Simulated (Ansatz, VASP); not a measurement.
## Two plane-wave programs on TaH5

```
CELL_PARAMETERS angstrom
3.55419 0.00000 0.00000
-1.77710 3.07802 0.00000
0.00000 0.00000 3.13116
ATOMIC_POSITIONS crystal
Ta 0.00000 0.00000 0.50000
H 0.69627 0.00000 0.00000
H 0.30373 0.30373 0.00000
H 0.00000 0.69627 0.00000
H 0.66667 0.33333 0.50000
H 0.33333 0.66667 0.50000
```

Change from the starting cell: species swapped into the MgSn5 type (P-62m, No. 189).

Alike in both runs: functional PBE; k mesh 12 × 12 × 12; occupations gaussian, width 0.1 eV; no spin polarisation.

Ansatz relaxed the structure, and its values are those at the end. VASP's run is a single point on that final structure, the one shown.

|  | VASP | Ansatz |
| --- | --- | --- |
| version | VASP 6.6.1 | Ansatz 0.2.0 |
| potentials or method | VASP PAW PBE potentials, release 64 (Ta_pv, H), cutoff 520 eV | scalar-relativistic, plane waves, PAW |
| valence electrons in the cell | 16 | 18 |

```tsv
	VASP	Ansatz	Ansatz less VASP
gap on the k mesh at the Fermi level (eV)	none	none	-
pressure (GPa)	0.0	0.0	0.00
rms of the force components (eV/Å)	0.006	0.000	-0.0052
```

A gap of «none» marks a metal or a gap that the smearing closes. The functional is the same, so the differences come from potentials, cutoffs and numerics. VASP's potentials hold 16 valence electrons a cell and Ansatz's 18, so a difference there can come from the potentials and not from the codes.

Spin-orbit coupling is off throughout.
